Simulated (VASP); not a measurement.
Wanted: the native input for a VASP 6.6.1 run.

```yaml
Task: relaxation of cell and atoms
Functional: revPBE
Dispersion: D4
Potentials_or_basis: VASP PAW PBE potentials, release 64 (Zr_sv, B)
Cutoff: 600 eV
k_mesh: 10 × 10 × 8
Occupations: fermi-dirac, width 0.05 eV
Spin: no spin polarisation
Dipole_correction: no
Further_INCAR_settings: ALGO = Normal; EDIFF = 1e-06; IBRION = 2; EDIFFG = -0.01; NSW = 60; ISIF = 3
```

The structure of ZrB2 lies in POSCAR:

```
ZrB2
1.0
    3.1700000000      0.0000000000      0.0000000000
   -1.5850000000      2.7453005300      0.0000000000
    0.0000000000      0.0000000000      3.5330000000
Zr B
1 2
Direct
    0.0000000000      0.0000000000      0.0000000000
    0.6666666667      0.3333333333      0.5000000000
    0.3333333333      0.6666666667      0.5000000000
```

These files were run (other wordings do the same):

INCAR

```
ALGO = Normal
EDIFF = 1E-6
EDIFFG = -0.01
ENCUT = 600
GGA = RE
IBRION = 2
ISIF = 3
ISMEAR = -1
IVDW = 13
LASPH = True
LCHARG = False
LREAL = False
LWAVE = False
NELM = 100
NSW = 60
PREC = Accurate
SIGMA = 0.05
```

KPOINTS

```
k-points
0
Gamma
  10 10 8
```

Potentials or basis: VASP PAW PBE potentials, release 64 (Zr_sv, B).

The run is started by

```bash
$ cat potpaw_PBE.64/Zr_sv/POTCAR potpaw_PBE.64/B/POTCAR > POTCAR
$ mpirun -np 1 vasp_std > vasp.out
```

It gave:

| Item | Value |
| --- | --- |
| Relaxed volume | 9.93 Å³/atom |
| Relaxed cell | a = 3.146 Å, b = 3.146 Å, c = 3.475 Å, α = 90.00°, β = 90.00°, γ = 120.00° |
| Space group after relaxing (to 0.05 Å) | P6/mmm (No. 191) |
| Energy gained by relaxing | 8.0 meV/atom |
| Ionic steps | 4 |
| Pressure after relaxing | 0.0 GPa |
| Band gap on the k mesh | zero (band 9 reaches 11.46 eV, above the bottom of band 10 at 10.71 eV) |
| Dispersion energy per atom | -0.590 eV |

Caveat: the PAW data sets were made with another functional, which shifts forces and pressure a little; pairwise dispersion overbinds metals, which lowers pressure and volume.

Run time: 50 s on 1 thread of AMD EPYC 9R45 96-Core Processor (Zen 5), with other jobs on the host, peak memory 0.16 GiB.
